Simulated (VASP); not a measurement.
Wanted: the native input for a VASP 6.6.1 run.

```
Task                   : single point
Functional             : LDA
Potentials or basis    : VASP PAW LDA potentials, release 64 (Zr_sv, B)
Cutoff                 : 520 eV
k mesh                 : 10 × 10 × 10
Occupations            : fermi-dirac, width 0.05 eV
Spin                   : no spin polarisation
Dipole correction      : no
Further INCAR settings : ALGO = Normal; EDIFF = 1e-06; NBANDS = 14
```

The structure of ZrB lies in POSCAR:

```
ZrB
1.0
    0.0000000000      2.3250000000      2.3250000000
    2.3250000000      0.0000000000      2.3250000000
    2.3250000000      2.3250000000      0.0000000000
Zr B
1 1
Direct
    0.0000000000      0.0000000000      0.0000000000
    0.5000000000      0.5000000000      0.5000000000
```

One way to write it, as run:

INCAR

```
PREC = Accurate
ENCUT = 520
EDIFF = 1E-6
ISMEAR = -1
SIGMA = 0.05
LREAL = False
LASPH = True
NELM = 100
ALGO = Normal
ISIF = 2
LWAVE = False
LCHARG = False
GGA = CA
NBANDS = 14
```

KPOINTS

```
regular mesh
0
Gamma
  10 10 10
```

Potentials or basis: VASP PAW LDA potentials, release 64 (Zr_sv, B).

Launch:

```console
$ cat potpaw_LDA.64/Zr_sv/POTCAR potpaw_LDA.64/B/POTCAR > POTCAR
$ mpirun -np 1 vasp_std > vasp.out
```

It gave:

```
Pressure : 25.5 GPa
```

Wall time 4.2 s on 1 thread of Intel(R) Xeon(R) 6975P-C (Granite Rapids), on a shared host, peak memory 0.13 GiB.
